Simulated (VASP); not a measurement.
# Yb2TiH6 in VASP: single point with PBE

Aim: the single point of Yb2TiH6 with PBE.

All numbers are computed with VASP 6.6.1; they aren't measurements. Logs are shortened: lines on timing, memory, paths and dates and some standing lists are left out, and cuts for length are marked.

### 1 The cell of the first run

The typed cell holds 9 atoms: a = 5.127 Å, b = 5.127 Å, c = 3.818 Å, α = 90.00°, β = 90.00°, γ = 120.00°.

### 2 Single point, PBE

INCAR reads:

```
ALGO     = Normal         # electronic algorithm
EDIFF    = 1E-6           # SCF threshold, eV
ENCUT    = 520            # plane-wave cutoff, eV
GGA      = PE             # functional
ISIF     = 2              # what is computed and relaxed
ISMEAR   = -1             # smearing method
LASPH    = T              # aspherical terms in the spheres
LCHARG   = F              # write CHGCAR
LREAL    = F              # projectors in reciprocal space
LWAVE    = F              # write WAVECAR
NBANDS   = 43             # bands
NELM     = 100            # most SCF steps
PREC     = Accurate       # precision mode
SIGMA    = 0.1            # smearing width, eV
```

KPOINTS reads:

```
k-points
0
Gamma
  4 4 5
```

POSCAR reads:

```
Yb2TiH6
1.0
    5.1272417300      0.0000000000      0.0000000000
   -2.5636208700      4.4403245600      0.0000000000
    0.0000000000      0.0000000000      3.8181584400
Yb Ti H
2 1 6
Direct
    0.3333000000      0.6667000000      0.2641000000
    0.6667000000      0.3333000000      0.7359000000
    0.0000000000      0.0000000000      0.0000000000
    0.8221000000      0.1779000000      0.2430000000
    0.8221000000      0.6442000000      0.2430000000
    0.3558000000      0.1779000000      0.2430000000
    0.1779000000      0.8221000000      0.7570000000
    0.6442000000      0.8221000000      0.7570000000
    0.1779000000      0.3558000000      0.7570000000
```

Potentials or basis: VASP PAW PBE potentials, release 64 (Yb, Ti_sv, H).

The run is started by

```
$ cat potpaw_PBE.64/Yb/POTCAR potpaw_PBE.64/Ti_sv/POTCAR potpaw_PBE.64/H/POTCAR > POTCAR
$ mpirun -np 1 vasp_std > vasp.out
```

OUTCAR:

```text
EDIFF = 1E-6
   ENCUT = 520
   GGA = PE
   ISIF = 2
   ISMEAR = -1
   LASPH = T
   LREAL = F
   NELM = 100
   PREC = Accurate

 ion  position               nearest neighbor table
   1  0.333  0.667  0.264-   7 2.33   8 2.33   9 2.33   3 3.13   3 3.13   3 3.13   2 3.46   2 3.46
                             2 3.47   2 3.58   2 3.58   2 3.58
   2  0.667  0.333  0.736-   4 2.33   6 2.33   5 2.33   3 3.13   3 3.13   3 3.13   1 3.46   1 3.46
                             1 3.47   1 3.58   1 3.58   1 3.58
   3  0.000  0.000  0.000-   6 1.83   8 1.83   7 1.83   4 1.83   5 1.83   9 1.83   1 3.13   2 3.13
                             2 3.13   1 3.13   2 3.13   1 3.13
   4  0.822  0.178  0.243-   3 1.83   2 2.33
   5  0.822  0.644  0.243-   3 1.83   2 2.33
   6  0.356  0.178  0.243-   3 1.83   2 2.33
   7  0.178  0.822  0.757-   3 1.83   1 2.33
   8  0.644  0.822  0.757-   3 1.83   1 2.33
   9  0.178  0.356  0.757-   3 1.83   1 2.33

  LATTYP: Found a hexagonal cell.
 ALAT       =     5.1272417300
 C/A-ratio  =     0.7446807935

  Lattice vectors:

 A1 = (   5.1272417300,   0.0000000000,   0.0000000000)
 A2 = (  -2.5636208700,   4.4403245600,   0.0000000000)
 A3 = (   0.0000000000,   0.0000000000,   3.8181584400)

Analysis of symmetry for initial positions (statically):
=====================================================================
 Subroutine PRICEL returns:
 Original cell was already a primitive cell.

 Routine SETGRP: Setting up the symmetry group for a
 hexagonal supercell.

 Subroutine GETGRP returns: Found  4 space group operations
 (whereof  4 operations were pure point group operations)
 out of a pool of 24 trial point group operations.

The static configuration has the point symmetry C_2h.

Analysis of symmetry for dynamics (positions and initial velocities):
=====================================================================
 Subroutine PRICEL returns:
 Original cell was already a primitive cell.

 Routine SETGRP: Setting up the symmetry group for a
 hexagonal supercell.

 Subroutine GETGRP returns: Found  4 space group operations
 (whereof  4 operations were pure point group operations)
 out of a pool of 24 trial point group operations.

The dynamic configuration has the point symmetry C_2h.

 Subroutine INISYM returns: Found  4 space group operations
 (whereof  4 operations are pure point group operations),
 and found     1 'primitive' translations

----------------------------------------------------------------------------------------

                                     Primitive cell

  volume of cell :      86.9266

  direct lattice vectors                    reciprocal lattice vectors
     5.127241730  0.000000000  0.000000000     0.195036640  0.112604382  0.000000000
    -2.563620870  4.440324560  0.000000000     0.000000000  0.225208763  0.000000000
     0.000000000  0.000000000  3.818158440     0.000000000  0.000000000  0.261906366

  length of vectors
     5.127241730  5.127244305  3.818158440     0.225208876  0.225208763  0.261906366

  position of ions in fractional coordinates (direct lattice)
     0.333300000  0.666700000  0.264100000
     0.666700000  0.333300000  0.735900000
     0.000000000  0.000000000  0.000000000
     0.822100000  0.177900000  0.243000000
     0.822100000  0.644200000  0.243000000
     0.355800000  0.177900000  0.243000000
     0.177900000  0.822100000  0.757000000
     0.644200000  0.822100000  0.757000000
     0.177900000  0.355800000  0.757000000

  ion indices of the primitive-cell ions
   primitive index   ion index
                 1           1
                 2           2
                 3           3
                 4           4
                 5           5
                 6           6
                 7           7
                 8           8
                 9           9

----------------------------------------------------------------------------------------

 KPOINTS: k-points

Automatic generation of k-mesh.
 Grid dimensions read from file:
 generate k-points for:    4    4    5

 Generating k-lattice:

  Cartesian coordinates                     Fractional coordinates (reciprocal lattice)
     0.048759160  0.028151095  0.000000000     0.250000000  0.000000000  0.000000000
     0.000000000  0.056302191  0.000000000     0.000000000  0.250000000  0.000000000
     0.000000000  0.000000000  0.052381273     0.000000000  0.000000000  0.200000000

  Length of vectors
     0.056302219  0.056302191  0.052381273

  Shift w.r.t. Gamma in fractional coordinates (k-lattice)
     0.000000000  0.000000000  0.000000000

 Subroutine IBZKPT returns following result:
 ===========================================

 Found     27 irreducible k-points:

 Following reciprocal coordinates:
            Coordinates               Weight
  0.000000  0.000000  0.000000      1.000000
  0.250000  0.000000  0.000000      4.000000
 -0.250000  0.250000  0.000000      2.000000
  0.500000  0.000000  0.000000      2.000000
  0.500000  0.500000  0.000000      1.000000
  0.250000  0.250000  0.000000      2.000000
[... 16 lines left out ...]
  0.500000  0.000000  0.400000      4.000000
  0.500000  0.500000  0.400000      2.000000
 [... further k-points ...]
   k-points           NKPTS =     27   k-points in BZ     NKDIM =     27   number of bands    NBANDS=     43
   number of dos      NEDOS =    301   number of ions     NIONS =      9
   total plane-waves  NPLWV =  44800
   dimension x,y,z NGX =    40 NGY =   40 NGZ =   28
   dimension x,y,z NGXF=    80 NGYF=   80 NGZF=   56
   ions per type =               2   1   6
   NGX,Y,Z   is equivalent  to a cutoff of  12.97, 12.97, 12.19 a.u.
   NGXF,Y,Z  is equivalent  to a cutoff of  25.94, 25.94, 24.38 a.u.
 SYSTEM =  unknown system
   PREC   = accura    normal or accurate (medium, high low for compatibility)
   ISTART =      0    job   : 0-new  1-cont  2-samecut
   ICHARG =      2    charge: 1-file 2-atom 10-const
   ISPIN  =      1    spin polarized calculation?
   LNONCOLLINEAR =      F non collinear calculations
   LSORBIT =      F    spin-orbit coupling
   LASPH  =      T    aspherical Exc in radial PAW
   ENCUT  =  520.0 eV  38.22 Ry    6.18 a.u.   9.53  9.53  7.10*2*pi/ulx,y,z
   NELM   =    100;   NELMIN=  2; NELMDL= -5     # of ELM steps
   EDIFF  = 0.1E-05   stopping-criterion for ELM
   LREAL  =      F    real-space projection
   EDIFFG = 0.1E-04   stopping-criterion for IOM
   NSW    =      0    number of steps for IOM
   IBRION =     -1    ionic relax: 0-MD 1-quasi-New 2-CG
   NFREE  =      0    steps in history (QN), initial steepest desc. (CG)
   ISIF   =      2    stress and relaxation
   ISYM   =      2    0-nonsym 1-usesym 2-fastsym
   POTIM  = 0.5000    time-step for ionic-motion
   TEBEG  =    0.0;   TEEND  =   0.0 temperature during run
   PSTRESS=    0.0 pullay stress
   NELECT =      66.0000    total number of electrons
   NUPDOWN=      -1.0000    fix difference up-down
   EMIN   =  10.00;   EMAX   =-10.00  energy-range for DOS
   EFERMI =   0.00;   METHOD = LEGACY
   ISMEAR =    -1;   SIGMA  =   0.10  broadening in eV -4-tet -1-fermi 0-gaus
   EFERMI_NEDOS =   21; number of points for ismear=-14 and -15
   IALGO  =     38    algorithm
   IMIX   =      4    mixing-type and parameters
     AMIX     =   0.40;   BMIX     =  1.00
     AMIX_MAG =   1.60;   BMIX_MAG =  1.00
  volume/ion in A,a.u.               =       9.66        65.18
  Fermi-wavevector in a.u.,A,eV,Ry     =   1.493500  2.822306 30.348383  2.230543
  Thomas-Fermi vector in A             =   2.605893
   LORBIT       =      0    0 simple, 1 ext, 2 COOP (PROOUT), +10 PAW based schemes
   GGA     = PE    functional components
   LHFCALC =     F    Hartree Fock is set to
   AEXX    =    0.0000 exact exchange contribution
   IVDW    =     0    specifies the selected vdW correction
   LEPSILON=     F    determine dielectric tensor
   LRPA    =     F    only Hartree local field effects (RPA)
 non-spin polarized calculation
  energy-cutoff  :      520.00
  volume of cell :       86.93
 maximum number of plane-waves:      2378
 NGX is ok and might be reduce to    40
   NGX = 19   NGY = 19   NGZ = 15

 number of electron      66.0000005 magnetization

 Free energy of the ion-electron system (eV)
  ---------------------------------------------------
  ext. energy  EPLUGINS =         0.00000000
  ---------------------------------------------------
  free energy    TOTEN  =       -38.66079347 eV

  energy without entropy =      -38.41539603  energy(sigma->0) =      -38.53809475

 E-fermi :   3.8228     XC(G=0): -10.9551

 val. band max:        3.8048380896   @ k =   0.5000   0.0000   0.4000
 cond. band min:       3.8612200397   @ k =   0.2500  -0.2500   0.4000
 fundamental gap:      0.0563819501
 Fermi energy:         3.8228187438

 k-point     1 :       0.0000    0.0000    0.0000
  band No.  band energies     occupation
      1     -52.9271      2.00000
      2     -47.8803      2.00000
      3     -47.8455      2.00000
      4     -29.3504      2.00000
      5     -29.1999      2.00000
      6     -29.1999      2.00000
[... 35 lines left out ...]
     42       8.8019      0.00000
     43       9.4382      0.00000

 k-point     2 :       0.2500    0.0000    0.0000
  band No.  band energies     occupation
      1     -52.9270      2.00000
      2     -47.8759      2.00000
      3     -47.8499      2.00000
      4     -29.3506      2.00000
      5     -29.2004      2.00000
      6     -29.1996      2.00000
[... 35 lines left out ...]
     42       8.4240      0.00000
     43       8.7646      0.00000

 k-point     3 :      -0.2500    0.2500    0.0000
  band No.  band energies     occupation
      1     -52.9270      2.00000
      2     -47.8759      2.00000
      3     -47.8499      2.00000
      4     -29.3506      2.00000
      5     -29.2004      2.00000
      6     -29.1996      2.00000
[... 919 lines left out ...]
      6     -29.1973      2.00000
[... 35 lines left out ...]
     42       9.2368      0.00000
     43       9.5898      0.00000

 k-point    24 :       0.5000    0.5000    0.4000
  band No.  band energies     occupation
      1     -52.9259      2.00000
      2     -47.8614      2.00000
      3     -47.8571      2.00000
      4     -29.3707      2.00000
      5     -29.1982      2.00000
      6     -29.1973      2.00000
[... 35 lines left out ...]
     42       9.2223      0.00000
     43       9.4403      0.00000

 [... further k-points ...]

------------------------ aborting loop because EDIFF is reached ----------------------------------------

  FORCE on cell =-STRESS in cart. coord.  units (eV):
  Direction    XX          YY          ZZ          XY          YZ          ZX
  --------------------------------------------------------------------------------------
  -------------------------------------------------------------------------------------
  Total        2.1527241      2.1529021     -0.6004169      0.0001517     -0.0003026      0.0005240
  in kB       39.6777001     39.6809824    -11.0665185      0.0027965     -0.0055775      0.0096580
  external PRESSURE =      22.7640547 kB  Pullay stress =       0.0000000 kB

 VOLUME and BASIS-vectors are now :
 -----------------------------------------------------------------------------
  energy-cutoff  :      520.00
  volume of cell :       86.93
      direct lattice vectors                 reciprocal lattice vectors
     5.127241730  0.000000000  0.000000000     0.195036640  0.112604382  0.000000000
    -2.563620870  4.440324560  0.000000000     0.000000000  0.225208763  0.000000000
     0.000000000  0.000000000  3.818158440     0.000000000  0.000000000  0.261906366

 POSITION                                       TOTAL-FORCE (eV/Angst)
 -----------------------------------------------------------------------------------
     -0.00026      2.96036      1.00838         0.001577     -0.000911     -0.048430
      2.56388      1.47996      2.80978        -0.001577      0.000911      0.048430
      0.00000      0.00000      0.00000        -0.000000      0.000000      0.000000
      3.75904      0.78993      0.92781        -0.449801      0.259693      0.010030
      2.56362      2.86046      0.92781         0.000282     -0.519559      0.010100
      1.36820      0.78993      0.92781         0.450092      0.259536      0.010100
     -1.19542      3.65039      2.89035         0.449801     -0.259693     -0.010030
      1.19542      3.65039      2.89035        -0.450092     -0.259536     -0.010100
     -0.00000      1.57987      2.89035        -0.000282      0.519559     -0.010100
 -----------------------------------------------------------------------------------
    total drift:                               -0.000000     -0.000000      0.000000

  FREE ENERGIE OF THE ION-ELECTRON SYSTEM (eV)
  ---------------------------------------------------
  free  energy   TOTEN  =       -38.6607934716 eV

  energy  without entropy=      -38.4153960273  energy(sigma->0) =      -38.53809475
```

Run time: 4 min. Hardware: 1 thread of AMD EPYC 7R13 (Zen 3), shared host; peak memory 0.24 GiB.

Results:

```
Free energy            : -38.6608 eV
Pressure               : 2.3 GPa
Largest force          : 0.520 eV/Å
Band gap on the k mesh : zero (bands 33 and 34 overlap by 0.36 eV)
```

Forces on the atoms (eV/Å):
```
Yb   0.002 -0.001 -0.048
Yb  -0.002  0.001  0.048
Ti   0.000  0.000  0.000
H   -0.450  0.260  0.010
H    0.000 -0.520  0.010
H    0.450  0.260  0.010
H    0.450 -0.260 -0.010
H   -0.450 -0.260 -0.010
H    0.000  0.520 -0.010
```

Levels at points of the mesh, in eV from the Fermi level:
```
           k point  band 30  band 31  band 32  band 33  band 34  band 35  band 36  band 37
(0.00, 0.00, 0.00)    -0.53    -0.53    -0.52    -0.19     0.42     0.42     2.27     2.38
(0.50, 0.00, 0.00)    -0.49    -0.43    -0.22    -0.22    -0.20     0.48     1.56     1.70
(0.50, 0.50, 0.00)    -0.49    -0.43    -0.23    -0.22    -0.20     0.48     1.56     1.70
```

Caveat: spin-orbit coupling is left out, which moves the levels of the heavy elements.
